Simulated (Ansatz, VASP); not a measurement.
# One calculation of I, two programs

INCAR

```
SYSTEM = I
PREC = Accurate ; ENCUT = 520
EDIFF = 1E-6 ; ISMEAR = 0
SIGMA = 0.15 ; LREAL = .FALSE.
LASPH = .TRUE. ; NELM = 80
ALGO = Normal ; ISIF = 2
LWAVE = .FALSE. ; LCHARG = .FALSE.
GGA = PE ; IVDW = 12
NBANDS = 10
```

Contents of KPOINTS:

```
Automatic mesh
0
G
  18 18 18
  0 0 0
```

Contents of POSCAR:

```
I
1.0
   -2.2697862021      2.2697862021      1.7704332377
    2.2697862021     -2.2697862021      1.7704332377
    2.2697862021      2.2697862021     -1.7704332377
I
1
Direct
    0.0000000000      0.0000000000      0.0000000000
```

Input for Ansatz:

```yaml
crystal:
  lattice:
    - [-2.2697862021, 2.2697862021, 1.7704332377]
    - [2.2697862021, -2.2697862021, 1.7704332377]
    - [2.2697862021, 2.2697862021, -1.7704332377]
  atoms:
    - { symbol: I, position: [0.0, 0.0, 0.0] }
basis:
  ecutwfc: 420
kpoints:
  mp_grid: { grid: [18, 18, 18] }
hamiltonian:
  xc: pbe
  dispersion: d3bj
scf:
  occupations: { method: gaussian, width: 0.15 }
output:
  forces: true
  stress: true
  eigenvalues: true
```

Alike in both runs: task single point; functional PBE; dispersion D3(BJ); k mesh 18 × 18 × 18; occupations gaussian, width 0.15 eV; no spin polarisation.

|  | VASP | Ansatz |
| --- | --- | --- |
| version | VASP 6.6.1 | Ansatz 0.2.0 |
| potentials or method | VASP PAW PBE potentials, release 64 (I), cutoff 520 eV | scalar-relativistic, plane waves, PAW |
| valence electrons in the cell | 7 | 17 |

|  | VASP | Ansatz | Ansatz less VASP |
| --- | --- | --- | --- |
| gap on the k mesh at the Fermi level (eV) | none | none | - |
| pressure (GPa) | -1.8 | -1.8 | +0.02 |
| traceless stress, the component that is largest in VASP (GPa) | -1.35 | -1.32 | +0.024 |

A gap of «none» marks a metal or a gap that the smearing closes. VASP's potentials hold 7 valence electrons a cell and Ansatz's 17, so a difference there can come from the potentials and not from the codes.

Neither program's run includes spin-orbit coupling.
